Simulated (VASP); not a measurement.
Set up this calculation in VASP 6.6.1, as the native input.

```yaml
Task: single point
Functional: PBE
Potentials_or_basis: VASP PAW PBE potentials, release 64 (Nb_sv, Te)
Cutoff: 500 eV
k_mesh: 3 × 3 × 2, shifted
Occupations: gaussian, width 0.1 eV
Spin: no spin polarisation
Dipole_correction: no
Further_INCAR_settings: ALGO = Normal; EDIFF = 1e-06; NBANDS = 16; ISYM = 0
```

The structure of NbTe lies in POSCAR:

```
NbTe
1.0
    3.7029743866      0.0000000000      0.0000000000
   -1.8514871933      3.2068698884      0.0000000000
    0.0000000000      0.0000000000      3.6942110000
Nb Te
1 1
Direct
    0.0000000000      0.0000000000      0.5000000000
    0.6666666667      0.3333333333      0.0000000000
```

The input as run:

INCAR

```
PREC = Accurate
ENCUT = 500
EDIFF = 1E-6
ISMEAR = 0
SIGMA = 0.1
LREAL = F
LASPH = T
NELM = 120
ALGO = Normal
ISIF = 2
LWAVE = F
LCHARG = F
GGA = PE
NBANDS = 16
ISYM = 0
GGA_COMPAT = F
```

KPOINTS

```
Automatic mesh
0
Gamma
  3 3 2
  0.25 0.25 0.25
```

Potentials or basis: VASP PAW PBE potentials, release 64 (Nb_sv, Te).

Command:

```bash
$ cat potpaw_PBE.64/Nb_sv/POTCAR potpaw_PBE.64/Te/POTCAR > POTCAR
$ mpirun -np 1 vasp_std > vasp.out
```

It gave:

- Pressure: -1.4 GPa

Caveat: the k points lie up to 0.85 Å⁻¹ apart.

Run time: 100 s on 1 thread of Intel Xeon 8259CL, with other jobs on the host, peak memory 0.21 GiB.
